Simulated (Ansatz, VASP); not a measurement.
## One calculation of Ni, two programs

POSCAR

```
Ni
1.0
    0.0000000000      1.7330608651      1.7330608651
    1.7330608651      0.0000000000      1.7330608651
    1.7330608651      1.7330608651      0.0000000000
Ni
1
Direct
    0.0000000000      0.0000000000      0.0000000000
```

Contents of INCAR.step1:

```
SYSTEM = Ni
ALGO = Normal ; EDIFF = 1E-4
ENCUT = 520 ; GGA = PE
ISMEAR = 0 ; LASPH = .True.
LCHARG = .False. ; LREAL = .False.
LWAVE = .True. ; NBANDS = 11
NELM = 100 ; PREC = Accurate
SIGMA = 0.03
```

File INCAR.step2:

```
SYSTEM = Ni
ALGO = Normal ; EDIFF = 1E-7
ENCUT = 520 ; ISIF = 2
ISMEAR = 0 ; ISTART = 1
LASPH = .True. ; LCHARG = .False.
LMIXTAU = .True. ; LREAL = .False.
LWAVE = .False. ; METAGGA = R2SCAN
NBANDS = 11 ; NELM = 100
PREC = Accurate ; SIGMA = 0.03
```

The input KPOINTS:

```
k-points
0
Gamma
  15 15 15
  0 0 0
```

Input for Ansatz:

```yaml
crystal:
  lattice:
    - [0.0, 1.7330608651, 1.7330608651]
    - [1.7330608651, 0.0, 1.7330608651]
    - [1.7330608651, 1.7330608651, 0.0]
  atoms:
    - { symbol: Ni, position: [0.0, 0.0, 0.0] }
hamiltonian:
  xc: r2scan
  pseudopotentials:
    kind: paw
    azcp:
      Ni: "pseudopotentials/Ni.paw.azcp"
basis:
  ecutwfc: 500
  fft_grid_basis: typed
kpoints:
  mp_grid: { grid: [15, 15, 15], shift: [0, 0, 0] }
magnetization:
  spin_polarized: false
scf:
  occupations: { method: gaussian, width: 0.03 }
  lower_state_search: "off"
output:
  stress: true
```

Alike in both runs: task single point; functional r2SCAN; k mesh 15 × 15 × 15; occupations gaussian, width 0.03 eV; no spin polarisation.

```csv
,VASP,Ansatz
version,VASP 6.6.1,Ansatz 0.2.0
potentials or method,"VASP PAW PBE potentials, release 64 (Ni), cutoff 520 eV","plane waves (500 eV) with PAW, scalar-relativistic"
valence electrons in the cell,10,18
```

```csv
,VASP,Ansatz,Ansatz less VASP
pressure (GPa),-0.1,-0.7,-0.62
```

VASP's potentials were made for PBE, not for r2SCAN. VASP's potentials hold 10 valence electrons a cell and Ansatz's 18, so a difference there can come from the potentials and not from the codes.
